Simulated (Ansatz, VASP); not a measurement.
**One calculation of BeN, two programs**

```
CELL_PARAMETERS angstrom
1.32353 0.76414 2.49510
-1.32353 0.76414 2.49510
0.00000 -1.52828 2.49510
ATOMIC_POSITIONS crystal
Be 0.01435 0.01435 0.01435
N 0.23440 0.23440 0.23440
```

Alike in both runs: functional PBE; k mesh 24 × 24 × 24; occupations gaussian, width 0.1 eV; no spin polarisation.

Ansatz relaxed the structure, and its values are those at the end. VASP's run is a single point on that final structure, the one shown.

|  | VASP | Ansatz |
| --- | --- | --- |
| version | VASP 6.6.1 | Ansatz 0.2.0 |
| potentials or method | VASP PAW PBE potentials, release 64 (Be, N), cutoff 520 eV | scalar-relativistic, plane waves, PAW |
| valence electrons in the cell | 7 | 7 |

```csv
,VASP,Ansatz,Ansatz less VASP
gap on the k mesh at the Fermi level (eV),none,none,-
pressure (GPa),0.1,0.0,-0.13
rms of the force components (eV/Å),0.007,0.002,-0.0051
```

A gap of «none» marks a metal or a gap that the smearing closes. With one functional, cell and mesh, what is left measures potentials, basis and numerics.
